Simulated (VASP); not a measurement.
Runs of VASP 6.6.1 on In2GeS2. The structure is that of space group P-6m2 (No. 187), or close to it. The cells are those of the table. 

```tsv
task	cell	k mesh	cutoff (eV)	gap on the mesh (eV)	pressure (GPa)	relaxed volume (Å³/atom)	largest force (eV/Å)
single point	a = 4.447, b = 4.447, c = 6.742 Å, angles 90.0, 90.0, 120.0°, 5 atoms	6 × 6 × 4	520	none	-0.1	-	-
relaxation of cell and atoms	relaxed from a = 4.114, b = 4.114, c = 8.326 Å, angles 90.0, 90.0, 120.0°, 5 atoms	6 × 6 × 2	600	none	0.1	(a)	0.01
single point	a = 4.417, b = 4.417, c = 6.722 Å, angles 90.0, 90.0, 120.0°, 5 atoms	6 × 6 × 2	520	none	0.0	-	-
single point	a = 4.426, b = 4.426, c = 6.803 Å, angles 90.0, 90.0, 120.0°, 5 atoms	12 × 12 × 6	520	none	-0.1	-	-
relaxation of cell and atoms	relaxed from a = 4.417, b = 4.417, c = 6.722 Å, angles 90.0, 90.0, 120.0°, 5 atoms	6 × 6 × 4	600	none	0.0	23.08	0.04
single point	a = 4.114, b = 4.114, c = 8.326 Å, angles 90.0, 90.0, 120.0°, 5 atoms	6 × 6 × 2	520	none	4.5	-	1.57
```

Alike in all rows: level PBE; potentials or basis VASP PAW PBE potentials, release 64 (In_d, Ge_d, S); no spin polarisation; smearing gaussian 0.1 eV.

Question: Estimate the missing entries.

Answer: (a) 22.66.

Caveats: some runs use coarse meshes; spin-orbit coupling is left out, which moves the levels of the heavy elements; forces of over 1 eV/Å act on the atoms, so gaps and moduli don't describe the material at rest (some runs).

A k mesh can miss the band edges, and the runs leave out spin-orbit coupling on Ge, In.

A gap of «none» marks levels without a gap at the run's occupations.
